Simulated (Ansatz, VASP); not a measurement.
# Cs2AgBiBr6: VASP beside Ansatz

The input POSCAR:

```
Cs2AgBiBr6
1.0
    0.0000000000      5.6161000000      5.6161000000
    5.6161000000      0.0000000000      5.6161000000
    5.6161000000      5.6161000000      0.0000000000
Bi Cs Ag Br
1 2 1 6
Direct
    0.0000000000      0.0000000000      0.0000000000
    0.7500000000      0.7500000000      0.7500000000
    0.2500000000      0.2500000000      0.2500000000
    0.5000000000      0.5000000000      0.5000000000
    0.7494500000      0.7494500000      0.2505500000
    0.2505500000      0.2505500000      0.7494500000
    0.7494500000      0.2505500000      0.2505500000
    0.7494500000      0.2505500000      0.7494500000
    0.2505500000      0.7494500000      0.7494500000
    0.2505500000      0.7494500000      0.2505500000
```

The input INCAR.step1:

```
SYSTEM = Cs2AgBiBr6
PREC     = Accurate       ! precision mode
ENCUT    = 520            ! plane-wave cutoff, eV
ISMEAR   = -1             ! smearing method
SIGMA    = 0.05           ! smearing width, eV
LREAL    = .FALSE.        ! projectors in reciprocal space
LASPH    = .TRUE.         ! aspherical terms in the spheres
NELM     = 80             ! most SCF steps
NBANDS   = 54             ! bands
GGA      = PE             ! functional
ALGO     = Normal         ! electronic algorithm
EDIFF    = 1E-4           ! SCF threshold, eV
LWAVE    = .TRUE.         ! write WAVECAR
LCHARG   = .FALSE.        ! write CHGCAR
```

Contents of INCAR.step2:

```
SYSTEM = Cs2AgBiBr6
PREC     = Accurate       ! precision mode
ENCUT    = 520            ! plane-wave cutoff, eV
EDIFF    = 1E-7           ! SCF threshold, eV
ISMEAR   = -1             ! smearing method
SIGMA    = 0.05           ! smearing width, eV
LREAL    = .FALSE.        ! projectors in reciprocal space
LASPH    = .TRUE.         ! aspherical terms in the spheres
NELM     = 80             ! most SCF steps
ALGO     = Normal         ! electronic algorithm
ISIF     = 2              ! what is computed and relaxed
LWAVE    = .FALSE.        ! write WAVECAR
LCHARG   = .FALSE.        ! write CHGCAR
METAGGA  = R2SCAN         ! meta-GGA
LMIXTAU  = .TRUE.       
NBANDS   = 54             ! bands
ISTART   = 1
```

File KPOINTS:

```
Automatic mesh
0
G
  4 4 4
  0 0 0
```

Contents of input.yaml:

```yaml
crystal:
  lattice:
    - [0.0, 5.6161, 5.6161]
    - [5.6161, 0.0, 5.6161]
    - [5.6161, 5.6161, 0.0]
  atoms:
    - { symbol: Bi, position: [0.0, 0.0, 0.0] }
    - { symbol: Cs, position: [0.75, 0.75, 0.75] }
    - { symbol: Cs, position: [0.25, 0.25, 0.25] }
    - { symbol: Ag, position: [0.5, 0.5, 0.5] }
    - { symbol: Br, position: [0.74945, 0.74945, 0.25055] }
    - { symbol: Br, position: [0.25055, 0.25055, 0.74945] }
    - { symbol: Br, position: [0.74945, 0.25055, 0.25055] }
    - { symbol: Br, position: [0.74945, 0.25055, 0.74945] }
    - { symbol: Br, position: [0.25055, 0.74945, 0.74945] }
    - { symbol: Br, position: [0.25055, 0.74945, 0.25055] }
hamiltonian:
  xc: r2scan
  pseudopotentials: { kind: paw }
kpoints:
  mp_grid: { grid: [4, 4, 4] }
  band_path:
    path:
      - [[0.0, 0.0, 0.0], [0.5, 0.0, 0.5], [0.5, 0.25, 0.75], [0.375, 0.375, 0.75], [0.0, 0.0, 0.0], [0.5, 0.5, 0.5], [0.625, 0.25, 0.625], [0.5, 0.25, 0.75], [0.5, 0.5, 0.5], [0.375, 0.375, 0.75]]
      - [[0.625, 0.25, 0.625], [0.5, 0.0, 0.5]]
    npoints: 10
scf:
  occupations: { method: fermi_dirac, width: 0.05 }
  n_extra_bands: 25
output:
  forces: true
  stress: true
  eigenvalues: true
  fatbands: false
```

Alike in both runs: functional r2SCAN; k mesh 4 × 4 × 4; occupations fermi-dirac, width 0.05 eV; no spin polarisation.

|  | VASP | Ansatz |
| --- | --- | --- |
| version | VASP 6.6.1 | Ansatz 0.2.0 |
| potentials or method | VASP PAW PBE potentials, release 64 (Bi_d, Cs_sv, Ag, Br) | Ansatz PAW |
| plane-wave cutoff (eV) | 520 | 500 |
| valence electrons in the cell | 86 | 94 |
| task | single point | band structure |

|  | VASP | Ansatz | Ansatz less VASP |
| --- | --- | --- | --- |
| gap on the k mesh at the Fermi level (eV) | 1.65 | 1.67 | +0.016 |
| least direct gap on the mesh (eV) | 2.84 | 2.85 | +0.014 |
| pressure (GPa) | 1.0 | 1.0 | 0.00 |
| rms of the force components (eV/Å) | 0.111 | 0.108 | -0.0032 |

VASP's potentials were made for PBE, not for r2SCAN. Atom by atom the forces differ by 0.003 eV/Å (rms over components). The functional is the same, so the differences come from potentials, cutoffs and numerics. VASP's potentials hold 86 valence electrons a cell and Ansatz's 94, so a difference there can come from the potentials and not from the codes.

Spin-orbit coupling is off throughout.
